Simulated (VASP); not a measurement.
# Y2Zr (Fm-3m) in VASP: further runs, part 3 of 3

VASP 6.6.1. Earlier steps stand in the parts before.

### 4 Single point, PBE

Contents of INCAR:

```
ALGO     = Fast           # electronic algorithm
EDIFF    = 1E-6           # SCF threshold, eV
ENCUT    = 520            # plane-wave cutoff, eV
GGA      = PE             # functional
ISIF     = 2              # what is computed and relaxed
ISMEAR   = 0              # smearing method
LASPH    = True           # aspherical terms in the spheres
LCHARG   = True           # write CHGCAR
LELF     = True           # ELF
LREAL    = False          # projectors in reciprocal space
LVHAR    = True         
LWAVE    = False          # write WAVECAR
NBANDS   = 24             # bands
NELM     = 100            # most SCF steps
PREC     = Accurate       # precision mode
SIGMA    = 0.1            # smearing width, eV
```

Contents of KPOINTS:

```
k-points
0
Gamma
  12 12 12
```

Contents of POSCAR:

```
Y2Zr
1.0
    0.0000000000      3.7112724102      3.7112724102
    3.7112724102      0.0000000000      3.7112724102
    3.7112724102      3.7112724102      0.0000000000
Y Zr
2 1
Direct
    0.2500000000      0.2500000000      0.2500000000
    0.7500000000      0.7500000000      0.7500000000
    0.0000000000      0.0000000000      0.0000000000
```

Potentials or basis: VASP PAW PBE potentials, release 64 (Y_sv, Zr_sv).

Run with:

```console
> cat potpaw_PBE.64/Y_sv/POTCAR potpaw_PBE.64/Zr_sv/POTCAR > POTCAR
> mpirun -np 1 vasp_std > vasp.out
```

OUTCAR:

```text
EDIFF = 1E-6
   ENCUT = 520
   GGA = PE
   ISIF = 2
   ISMEAR = 0
   LASPH = True
   LREAL = False
   NELM = 100
   PREC = Accurate

 ion  position               nearest neighbor table
   1  0.250  0.250  0.250-   3 3.21   3 3.21   3 3.21   3 3.21   2 3.71   2 3.71   2 3.71   2 3.71
                             2 3.71   2 3.71
   2  0.750  0.750  0.750-   3 3.21   3 3.21   3 3.21   3 3.21   1 3.71   1 3.71   1 3.71   1 3.71
                             1 3.71   1 3.71
   3  0.000  0.000  0.000-   2 3.21   2 3.21   2 3.21   1 3.21   2 3.21   1 3.21   1 3.21   1 3.21

  LATTYP: Found a face centered cubic cell.
 ALAT       =     7.4225448204

  Lattice vectors:

 A1 = (   0.0000000000,   3.7112724102,   3.7112724102)
 A2 = (   3.7112724102,   0.0000000000,   3.7112724102)
 A3 = (   3.7112724102,   3.7112724102,   0.0000000000)

Analysis of symmetry for initial positions (statically):
=====================================================================
 Subroutine PRICEL returns:
 Original cell was already a primitive cell.

 Routine SETGRP: Setting up the symmetry group for a
 face centered cubic supercell.

 Subroutine GETGRP returns: Found 48 space group operations
 (whereof 48 operations were pure point group operations)
 out of a pool of 48 trial point group operations.

The static configuration has the point symmetry O_h .

Analysis of symmetry for dynamics (positions and initial velocities):
=====================================================================
 Subroutine PRICEL returns:
 Original cell was already a primitive cell.

 Routine SETGRP: Setting up the symmetry group for a
 face centered cubic supercell.

 Subroutine GETGRP returns: Found 48 space group operations
 (whereof 48 operations were pure point group operations)
 out of a pool of 48 trial point group operations.

The dynamic configuration has the point symmetry O_h .

 Subroutine INISYM returns: Found 48 space group operations
 (whereof 48 operations are pure point group operations),
 and found     1 'primitive' translations

----------------------------------------------------------------------------------------

                                     Primitive cell

  volume of cell :     102.2347

  direct lattice vectors                    reciprocal lattice vectors
     0.000000000  3.711272410  3.711272410    -0.134724683  0.134724683  0.134724683
     3.711272410  0.000000000  3.711272410     0.134724683 -0.134724683  0.134724683
     3.711272410  3.711272410  0.000000000     0.134724683  0.134724683 -0.134724683

  length of vectors
     5.248531776  5.248531776  5.248531776     0.233349996  0.233349996  0.233349996

  position of ions in fractional coordinates (direct lattice)
     0.250000000  0.250000000  0.250000000
     0.750000000  0.750000000  0.750000000
     0.000000000  0.000000000  0.000000000

  ion indices of the primitive-cell ions
   primitive index   ion index
                 1           1
                 2           2
                 3           3

----------------------------------------------------------------------------------------

 KPOINTS: k-points

Automatic generation of k-mesh.
 Grid dimensions read from file:
 generate k-points for:   12   12   12

 Generating k-lattice:

  Cartesian coordinates                     Fractional coordinates (reciprocal lattice)
    -0.011227057  0.011227057  0.011227057     0.083333333  0.000000000  0.000000000
     0.011227057 -0.011227057  0.011227057     0.000000000  0.083333333  0.000000000
     0.011227057  0.011227057 -0.011227057     0.000000000  0.000000000  0.083333333

  Length of vectors
     0.019445833  0.019445833  0.019445833

  Shift w.r.t. Gamma in fractional coordinates (k-lattice)
     0.000000000  0.000000000  0.000000000

 Subroutine IBZKPT returns following result:
 ===========================================

 Found     72 irreducible k-points:

 Following reciprocal coordinates:
            Coordinates               Weight
  0.000000  0.000000  0.000000      1.000000
  0.083333  0.000000  0.000000      8.000000
  0.166667  0.000000  0.000000      8.000000
  0.250000  0.000000  0.000000      8.000000
  0.333333  0.000000  0.000000      8.000000
  0.416667  0.000000  0.000000      8.000000
[... 16 lines left out ...]
  0.500000  0.166667  0.000000     24.000000
 -0.416667  0.166667  0.000000     24.000000
 [... further k-points ...]
   k-points           NKPTS =     72   k-points in BZ     NKDIM =     72   number of bands    NBANDS=     24
   number of dos      NEDOS =    301   number of ions     NIONS =      3
   total plane-waves  NPLWV =  64000
   dimension x,y,z NGX =    40 NGY =   40 NGZ =   40
   dimension x,y,z NGXF=    80 NGYF=   80 NGZF=   80
   ions per type =               2   1
   NGX,Y,Z   is equivalent  to a cutoff of  12.67, 12.67, 12.67 a.u.
   NGXF,Y,Z  is equivalent  to a cutoff of  25.34, 25.34, 25.34 a.u.
 SYSTEM =  unknown system
   PREC   = accura    normal or accurate (medium, high low for compatibility)
   ISTART =      0    job   : 0-new  1-cont  2-samecut
   ICHARG =      2    charge: 1-file 2-atom 10-const
   ISPIN  =      1    spin polarized calculation?
   LNONCOLLINEAR =      F non collinear calculations
   LSORBIT =      F    spin-orbit coupling
   LASPH  =      T    aspherical Exc in radial PAW
   ENCUT  =  520.0 eV  38.22 Ry    6.18 a.u.   9.76  9.76  9.76*2*pi/ulx,y,z
   NELM   =    100;   NELMIN=  2; NELMDL= -5     # of ELM steps
   EDIFF  = 0.1E-05   stopping-criterion for ELM
   LREAL  =      F    real-space projection
   EDIFFG = 0.1E-04   stopping-criterion for IOM
   NSW    =      0    number of steps for IOM
   IBRION =     -1    ionic relax: 0-MD 1-quasi-New 2-CG
   NFREE  =      0    steps in history (QN), initial steepest desc. (CG)
   ISIF   =      2    stress and relaxation
   ISYM   =      2    0-nonsym 1-usesym 2-fastsym
   POTIM  = 0.5000    time-step for ionic-motion
   TEBEG  =    0.0;   TEEND  =   0.0 temperature during run
   PSTRESS=    0.0 pullay stress
   NELECT =      34.0000    total number of electrons
   NUPDOWN=      -1.0000    fix difference up-down
   EMIN   =  10.00;   EMAX   =-10.00  energy-range for DOS
   EFERMI =   0.00;   METHOD = LEGACY
   ISMEAR =     0;   SIGMA  =   0.10  broadening in eV -4-tet -1-fermi 0-gaus
   EFERMI_NEDOS =   21; number of points for ismear=-14 and -15
   IALGO  =     68    algorithm
   IMIX   =      4    mixing-type and parameters
     AMIX     =   0.40;   BMIX     =  1.00
     AMIX_MAG =   1.60;   BMIX_MAG =  1.00
  volume/ion in A,a.u.               =      34.08       229.97
  Fermi-wavevector in a.u.,A,eV,Ry     =   1.134231  2.143386 17.503633  1.286481
  Thomas-Fermi vector in A             =   2.270935
   LORBIT       =      0    0 simple, 1 ext, 2 COOP (PROOUT), +10 PAW based schemes
   GGA     = PE    functional components
   LHFCALC =     F    Hartree Fock is set to
   AEXX    =    0.0000 exact exchange contribution
   IVDW    =     0    specifies the selected vdW correction
   LEPSILON=     F    determine dielectric tensor
   LRPA    =     F    only Hartree local field effects (RPA)
 non-spin polarized calculation
 RMM-DIIS sequential band-by-band and
 Gauss-broadening in eV      SIGMA  =   0.10
  energy-cutoff  :      520.00
  volume of cell :      102.23
 maximum number of plane-waves:      2786
   NGX = 19   NGY = 19   NGZ = 19

 number of electron      33.9999999 magnetization

 Free energy of the ion-electron system (eV)
  ---------------------------------------------------
  ext. energy  EPLUGINS =         0.00000000
  ---------------------------------------------------
  free energy    TOTEN  =       -18.92268560 eV

  energy without entropy =      -18.87736783  energy(sigma->0) =      -18.90002671

 E-fermi :   3.3716     XC(G=0):  -9.1870

 val. band max:        3.3688458972   @ k =  -0.4167   0.1667   0.0000
 cond. band min:       3.3776219813   @ k =  -0.2500   0.2500   0.0833
 fundamental gap:      0.0087760841
 Fermi energy:         3.3715655991

 k-point     1 :       0.0000    0.0000    0.0000
  band No.  band energies     occupation
      1     -45.2712      2.00000
      2     -39.2309      2.00000
      3     -39.1905      2.00000
      4     -23.3590      2.00000
      5     -23.3590      2.00000
      6     -23.3590      2.00000
[... 637 lines left out ...]
     23       5.4888      0.00000
     24       5.7632      0.00000

 [... further k-points ...]

------------------------ aborting loop because EDIFF is reached ----------------------------------------

  FORCE on cell =-STRESS in cart. coord.  units (eV):
  Direction    XX          YY          ZZ          XY          YZ          ZX
  --------------------------------------------------------------------------------------
  -------------------------------------------------------------------------------------
  Total       -0.0481534     -0.0481534     -0.0481534      0.0000000     -0.0000000      0.0000000
  in kB       -0.7546388     -0.7546388     -0.7546388      0.0000000     -0.0000000      0.0000000
  external PRESSURE =      -0.7546388 kB  Pullay stress =       0.0000000 kB

 VOLUME and BASIS-vectors are now :
 -----------------------------------------------------------------------------
  energy-cutoff  :      520.00
  volume of cell :      102.23
      direct lattice vectors                 reciprocal lattice vectors
     0.000000000  3.711272410  3.711272410    -0.134724683  0.134724683  0.134724683
     3.711272410  0.000000000  3.711272410     0.134724683 -0.134724683  0.134724683
     3.711272410  3.711272410  0.000000000     0.134724683  0.134724683 -0.134724683

 POSITION                                       TOTAL-FORCE (eV/Angst)
 -----------------------------------------------------------------------------------
      1.85564      1.85564      1.85564        -0.000000     -0.000000     -0.000000
      5.56691      5.56691      5.56691         0.000000      0.000000      0.000000
      0.00000      0.00000      0.00000         0.000000      0.000000     -0.000000
 -----------------------------------------------------------------------------------
    total drift:                               -0.000000     -0.000000      0.000000

  FREE ENERGIE OF THE ION-ELECTRON SYSTEM (eV)
  ---------------------------------------------------
  free  energy   TOTEN  =       -18.9226855967 eV

  energy  without entropy=      -18.8773678301  energy(sigma->0) =      -18.90002671
```

Run time: 4.9 min. Hardware: 1 thread of Intel Xeon Platinum 8375C at 2.90GHz (Ice Lake), shared host; peak memory 0.38 GiB.

Results:

| Item | Value |
| --- | --- |
| Free energy | -18.9227 eV |
| Pressure | -0.1 GPa |
| Band gap on the k mesh | zero (bands 17 and 18 overlap by 0.29 eV) |

### 5 Relaxation of cell and atoms, PBE

Contents of INCAR:

```
SYSTEM = Y2Zr
  ALGO = Fast
  EDIFF = 1E-6
  EDIFFG = -0.01
  ENCUT = 600
  GGA = PE
  IBRION = 2
  ISIF = 3
  ISMEAR = 0
  LASPH = .TRUE.
  LCHARG = .FALSE.
  LREAL = .FALSE.
  LWAVE = .FALSE.
  NELM = 100
  NSW = 100
  PREC = Accurate
  SIGMA = 0.1
```

Contents of KPOINTS:

```
k-points
0
G
  12 12 12
  0 0 0
```

POSCAR is that of step 4.

Run with:

```console
> cat potpaw_PBE.64/Y_sv/POTCAR potpaw_PBE.64/Zr_sv/POTCAR > POTCAR
> mpirun -np 1 vasp_std > vasp.out
```

Wall time 9.6 min (1 thread of Intel Xeon Platinum 8375C at 2.90GHz (Ice Lake), shared host); peak memory 0.42 GiB.

It converged, with:

```yaml
Free_energy: -18.9228 eV
Relaxed_volume: 33.97 Å³/atom
Relaxed_cell: a = 5.243 Å, b = 5.243 Å, c = 5.243 Å, α = 60.00°, β = 60.00°, γ = 60.00°
Space_group_after_relaxing_to_0.1_Å: Fm-3m (No. 225)
Energy_gained_by_relaxing: 0.0 meV/atom
Ionic_steps: 2
Pressure_after_relaxing: 0.0 GPa
Band_gap_on_the_k_mesh: zero (bands 17 and 18 overlap by 0.29 eV)
```

The path:
| step | energy change (eV) | largest force (eV/Å) | pressure (GPa) | volume (Å³) |
| --- | --- | --- | --- | --- |
| 1 | 0.0000 | 0.0000 | -0.11 | 102.23 |
| 2 | -0.0001 | 0.0000 | 0.00 | 101.90 |

Final structure:
```xyz
3
Lattice="0.0000 3.7073 3.7073 3.7073 0.0000 3.7073 3.7073 3.7073 0.0000" Properties=species:S:1:pos:R:3 pbc="T T T"
Y     1.8536    1.8536    1.8536
Y     5.5609    5.5609    5.5609
Zr    0.0000    3.7073    3.7073
```

Levels at points of the mesh, in eV from the Fermi level:
| k point | band 14 | band 15 | band 16 | band 17 | band 18 | band 19 | band 20 | band 21 |
| --- | --- | --- | --- | --- | --- | --- | --- | --- |
| (0.00, 0.00, 0.00) | -1.08 | -1.08 | 0.10 | 0.10 | 0.10 | 0.29 | 0.29 | 0.29 |
| (0.50, 0.00, 0.00) | -1.49 | -0.43 | -0.43 | -0.26 | 0.02 | 0.02 | 0.90 | 0.90 |
| (0.50, 0.50, 0.00) | -1.58 | -1.45 | -1.17 | 0.13 | 0.13 | 0.57 | 1.19 | 1.95 |

### 6 Overview

| task | cell | k mesh | cutoff (eV) | gap on the mesh (eV) | pressure (GPa) | relaxed volume (Å³/atom) |
| --- | --- | --- | --- | --- | --- | --- |
| single point | a = 5.249 Å, angles 60.0°, 3 atoms | 4 × 4 × 4 | 520 | none | 0.0 | - |
| relaxation of cell and atoms | relaxed from a = 4.586 Å, angles 60.0°, 3 atoms | 4 × 4 × 4 | 600 | none | 0.0 | 34.02 |
| single point | a = 5.249 Å, angles 60.0°, 3 atoms | 12 × 12 × 12 | 520 | none | -0.1 | - |
| relaxation of cell and atoms | relaxed from a = 5.249 Å, angles 60.0°, 3 atoms | 12 × 12 × 12 | 600 | none | 0.0 | 33.97 |

Alike in all rows: level PBE; potentials or basis VASP PAW PBE potentials, release 64 (Y_sv, Zr_sv); no spin polarisation; smearing gaussian 0.1 eV.

Caveats: some runs use coarse meshes; the volume moved by over 15 % at a fixed basis, so the end points are rough (at least some runs).

Absolute energies hang on the potentials; compare differences alone.

The gap in the log of VASP goes by the Fermi energy; the results here count the filled bands.